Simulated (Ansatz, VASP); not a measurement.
# Two plane-wave programs on CsTlSe2

INCAR

```
SYSTEM = CsTlSe2
PREC = Accurate ; ENCUT = 600
EDIFF = 1E-6 ; ISMEAR = 0
SIGMA = 0.1 ; LREAL = .False.
LASPH = .True. ; NELM = 60
ALGO = Normal ; ISIF = 3
LWAVE = .False. ; LCHARG = .False.
GGA = PE ; IBRION = 2
NSW = 90 ; EDIFFG = -0.04
```

The input KPOINTS:

```
Automatic mesh
0
Gamma
  6 6 1
  0 0 0
```

POSCAR

```
CsTlSe2
1.0
    3.9439066546      0.0000000000      0.0000000000
   -1.9719533273      3.4155233530      0.0000000000
    0.0000000000      0.0000000000     17.6510507620
Cs Tl Se
2 2 4
Direct
    0.3333333333      0.6666666667      0.7500000000
    0.6666666667      0.3333333333      0.2500000000
    0.0000000000      0.0000000000      0.5000000000
    0.0000000000      0.0000000000      0.0000000000
    0.3333333333      0.6666666667      0.4140000000
    0.6666666667      0.3333333333      0.9140000000
    0.6666666667      0.3333333333      0.5860000000
    0.3333333333      0.6666666667      0.0860000000
```

Input for Ansatz:

```yaml
crystal:
  lattice:
    - [3.9439066546, 0.0, 0.0]
    - [-1.9719533273, 3.415523353, 0.0]
    - [0.0, 0.0, 17.651050762]
  atoms:
    - { symbol: Cs, position: [0.3333333333, 0.6666666667, 0.75] }
    - { symbol: Cs, position: [0.6666666667, 0.3333333333, 0.25] }
    - { symbol: Tl, position: [0.0, 0.0, 0.5] }
    - { symbol: Tl, position: [0.0, 0.0, 0.0] }
    - { symbol: Se, position: [0.3333333333, 0.6666666667, 0.414] }
    - { symbol: Se, position: [0.6666666667, 0.3333333333, 0.914] }
    - { symbol: Se, position: [0.6666666667, 0.3333333333, 0.586] }
    - { symbol: Se, position: [0.3333333333, 0.6666666667, 0.086] }
basis:
  ecutwfc: 420
kpoints:
  mp_grid: { grid: [6, 6, 1] }
hamiltonian:
  xc: pbe
scf:
  occupations: { method: gaussian, width: 0.1 }
  lower_state_search: "off"
output:
  forces: true
  stress: true
  eigenvalues: true
relax:
  adjacent_minimum: "off"
  f_tol: 0.04
  max_steps: 70
  cell: { stress_tol: 0.4 }
```

Alike in both runs: task relaxation of cell and atoms; functional PBE; k mesh 6 × 6 × 1; occupations gaussian, width 0.1 eV; no spin polarisation.

|  | VASP | Ansatz |
| --- | --- | --- |
| version | VASP 6.6.1 | Ansatz 0.2.0 |
| potentials or method | VASP PAW PBE potentials, release 64 (Cs_sv, Tl_d, Se), cutoff 600 eV | scalar-relativistic, plane waves, PAW |
| valence electrons in the cell | 68 | 108 |

```tsv
	VASP	Ansatz	Ansatz less VASP
gap on the k mesh at the Fermi level, each at its own relaxed structure (eV)	0.23	0.26	+0.033
relaxed volume (Å³/atom)	33.88	33.70	-0.182
relaxed length of the cell vector where the two differ most in proportion (Å)	4.341	4.327	-0.0140
```

VASP's potentials hold 68 valence electrons a cell and Ansatz's 108, so a difference there can come from the potentials and not from the codes.

Neither program's run includes spin-orbit coupling.
